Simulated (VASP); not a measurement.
# FeS2 (Pnnm) in VASP: a series of runs, part 2 of 2

VASP 6.6.1.

### Step 4. Single point, PBE (epitaxial xy strain -1.4%)

The input, INCAR:

```
SYSTEM = FeS2
PREC = Accurate ; ENCUT = 600
EDIFF = 1E-6 ; ISMEAR = -1
SIGMA = 0.02 ; LREAL = .False.
LASPH = .True. ; NELM = 120
ALGO = Normal ; ISIF = 2
LWAVE = .False. ; LCHARG = .False.
GGA = PE ; NBANDS = 29
GGA_COMPAT = .False.
```

The input, KPOINTS:

```
regular mesh
0
Gamma
  6 6 8
  0 0 0
```

The input, POSCAR:

```
FeS2
1.0
    4.3709934420      0.0000000000      0.0000000000
    0.0000000000      5.3276520558      0.0000000000
    0.0000000000      0.0000000000      3.4002265487
Fe S
2 4
Direct
    0.5000000000      0.5000000000      0.5000000000
    0.0000000000      0.0000000000      0.0000000000
    0.2978941071      0.8778557810      0.5000000000
    0.7021058929      0.1221442190      0.5000000000
    0.2021058929      0.3778557810      0.0000000000
    0.7978941071      0.6221442190      0.0000000000
```

Potentials or basis: VASP PAW PBE potentials, release 64 (Fe, S).

Launch:

```console
$ cat potpaw_PBE.64/Fe/POTCAR potpaw_PBE.64/S/POTCAR > POTCAR
$ mpirun -np 1 vasp_std > vasp.out
```

OUTCAR:

```text
SYSTEM = FeS2
   PREC = Accurate
   ENCUT = 600
   EDIFF = 1E-6
   ISMEAR = -1
   LREAL = .False.
   LASPH = .True.
   NELM = 120
   ISIF = 2
   GGA = PE

 ion  position               nearest neighbor table
   1  0.500  0.500  0.500-   3 2.20   4 2.20   5 2.24   6 2.24   5 2.24   6 2.24
   2  0.000  0.000  0.000-   5 2.20   6 2.20   3 2.24   4 2.24   3 2.24   4 2.24
   3  0.298  0.878  0.500-   4 2.19   1 2.20   2 2.24   2 2.24
   4  0.702  0.122  0.500-   3 2.19   1 2.20   2 2.24   2 2.24
   5  0.202  0.378  0.000-   6 2.19   2 2.20   1 2.24   1 2.24
   6  0.798  0.622  0.000-   5 2.19   2 2.20   1 2.24   1 2.24

  LATTYP: Found a simple orthorhombic cell.
 ALAT       =     3.4002265487
 B/A-ratio  =     1.2855006510
 C/A-ratio  =     1.5668520846

  Lattice vectors:

 A1 = (   0.0000000000,   0.0000000000,   3.4002265487)
 A2 = (   4.3709934420,   0.0000000000,   0.0000000000)
 A3 = (   0.0000000000,   5.3276520558,   0.0000000000)

Analysis of symmetry for initial positions (statically):
[... 186 lines left out ...]
 cond. band min:       9.0761202815   @ k =   0.0000   0.5000   0.5000
 fundamental gap:      0.9948251727
 Fermi energy:         8.5625414848

 k-point     1 :       0.0000    0.0000    0.0000
  band No.  band energies     occupation
      1      -8.9394      2.00000
      2      -6.5569      2.00000
      3      -4.3742      2.00000
      4      -3.6092      2.00000
      5       0.3180      2.00000
      6       1.9528      2.00000
[... 757 lines left out ...]
     28      14.2265      0.00000
     29      15.7845      0.00000

 [... further k-points ...]

------------------------ aborting loop because EDIFF is reached ----------------------------------------

  FORCE on cell =-STRESS in cart. coord.  units (eV):
  Direction    XX          YY          ZZ          XY          YZ          ZX
  --------------------------------------------------------------------------------------
  -------------------------------------------------------------------------------------
  Total        2.5091093      3.6067632      0.4883601      0.0000000      0.0000000      0.0000000
  in kB       50.7698984     72.9800825      9.8815922      0.0000000      0.0000000      0.0000000
  external PRESSURE =      44.5438577 kB  Pullay stress =       0.0000000 kB

 VOLUME and BASIS-vectors are now :
 -----------------------------------------------------------------------------
  energy-cutoff  :      600.00
  volume of cell :       79.18
      direct lattice vectors                 reciprocal lattice vectors
     4.370993442  0.000000000  0.000000000     0.228780943  0.000000000  0.000000000
     0.000000000  5.327652056  0.000000000     0.000000000  0.187699945  0.000000000
     0.000000000  0.000000000  3.400226549     0.000000000  0.000000000  0.294098051

 POSITION                                       TOTAL-FORCE (eV/Angst)
 -----------------------------------------------------------------------------------
      2.18550      2.66383      1.70011         0.000000     -0.000000      0.000000
      0.00000      0.00000      0.00000         0.000000     -0.000000      0.000000
      1.30209      4.67691      1.70011        -0.229228     -0.106851      0.000000
      3.06890      0.65074      1.70011         0.229228      0.106851      0.000000
      0.88340      2.01308      0.00000         0.229228     -0.106851      0.000000
      3.48759      3.31457      0.00000        -0.229228      0.106851      0.000000
 -----------------------------------------------------------------------------------
    total drift:                               -0.000000      0.000000      0.000000

  FREE ENERGIE OF THE ION-ELECTRON SYSTEM (eV)
  ---------------------------------------------------
  free  energy   TOTEN  =       -36.0524818900 eV

  energy  without entropy=      -36.0524818900  energy(sigma->0) =      -36.05248189
```

OSZICAR:

```text
N       E                     dE             d eps       ncg     rms          rms(c)
DAV:   1     0.365969695249E+03    0.36597E+03   -0.19495E+04  4640   0.162E+03
DAV:   2     0.516841309444E+01   -0.36080E+03   -0.34450E+03  4665   0.366E+02
DAV:   3    -0.368542914693E+02   -0.42023E+02   -0.39589E+02  5914   0.133E+02
DAV:   4    -0.391082041298E+02   -0.22539E+01   -0.22312E+01  5885   0.316E+01
DAV:   5    -0.391919211250E+02   -0.83717E-01   -0.83672E-01  6376   0.580E+00    0.279E+01
DAV:   6    -0.476377114437E+02   -0.84458E+01   -0.56262E+01  6604   0.115E+02    0.334E+01
DAV:   7    -0.357690542104E+02    0.11869E+02   -0.35318E+01  5695   0.120E+02    0.973E+00
DAV:   8    -0.361880308219E+02   -0.41898E+00   -0.57581E+00  5230   0.105E+01    0.503E+00
DAV:   9    -0.360540687737E+02    0.13396E+00   -0.39102E-01  6462   0.845E+00    0.143E+00
DAV:  10    -0.360524778180E+02    0.15910E-02   -0.62471E-02  6576   0.144E+00    0.439E-01
DAV:  11    -0.360527579377E+02   -0.28012E-03   -0.33041E-03  6010   0.677E-01    0.211E-01
DAV:  12    -0.360525280451E+02    0.22989E-03   -0.33869E-04  7295   0.238E-01    0.109E-01
DAV:  13    -0.360524789114E+02    0.49134E-04   -0.16290E-04  7082   0.771E-02    0.416E-02
DAV:  14    -0.360524822481E+02   -0.33367E-05   -0.95997E-06  6416   0.280E-02    0.118E-02
DAV:  15    -0.360524818900E+02    0.35810E-06   -0.14178E-06  3503   0.166E-02
   1 F= -.36052482E+02 E0= -.36052482E+02  d E =-.210119E-11
```

stdout:

```text
POSCAR found type information on POSCAR FeS
 POSCAR found :  2 types and       6 ions
 scaLAPACK will be used
 LDA part: xc-table for (Slater+PW92), standard interpolation
 POSCAR, INCAR and KPOINTS ok, starting setup
 FFT: planning ... GRIDC
 FFT: planning ... GRID_SOFT
 FFT: planning ... GRID
 WAVECAR not read
 entering main loop
```

It took 3.6 min on 1 thread of Intel Xeon 6975P-C (Granite Rapids), shared host; peak memory 0.32 GiB.

What came out:

```yaml
Free_energy: -36.0525 eV
Pressure: 4.5 GPa
Largest_force: 0.253 eV/Å
Band_gap_on_the_k_mesh: 0.99 eV (least direct gap 1.29 eV)
```

Forces in eV/Å, atoms in the order of the input:
```
Fe   0.000  0.000  0.000
Fe   0.000  0.000  0.000
S   -0.229 -0.107  0.000
S    0.229  0.107  0.000
S    0.229 -0.107  0.000
S   -0.229  0.107  0.000
```

Caveat: the cell differs from its parent crystal (epitaxial xy strain -1.4%); the stress differs along the axes, from 1 to 7 GPa. A k mesh can miss the band edges.

### Step 5. Summary

```csv
level,cell,k mesh,cutoff (eV),smearing,grid for exact exchange (PRECFOCK),share of exact exchange,screening parameter,gap on the mesh (eV),pressure (GPa),largest force (eV/Å)
HSE06,"a = 4.431, b = 5.401, c = 3.379 Å, 6 atoms, atomic positions A",4 × 4 × 4,520,gaussian 0.01 eV,Normal,0.25,0.2079 1/Å,2.41,-0.4,0.97
HSE06,"a = 4.371, b = 5.328, c = 3.400 Å, 6 atoms, atomic positions B",4 × 4 × 4,520,gaussian 0.01 eV,Normal,0.25,0.2079 1/Å,2.47,3.0,0.94
PBE,"a = 4.371, b = 5.328, c = 3.400 Å, 6 atoms, atomic positions B",6 × 6 × 8,600,fermi-dirac 0.02 eV,-,-,-,0.99,4.5,0.25
```

Alike in all rows: task single point; potentials or basis VASP PAW PBE potentials, release 64 (Fe, S); no spin polarisation.

Caveats: some runs use coarse meshes; the PAW data sets were made with another functional, which shifts forces and pressure a little (at least some runs); the stress differs along the axes, from 1 to 7 GPa (at least some runs).

Total energies depend on the potentials used, so only differences within one code and one set of settings carry meaning.
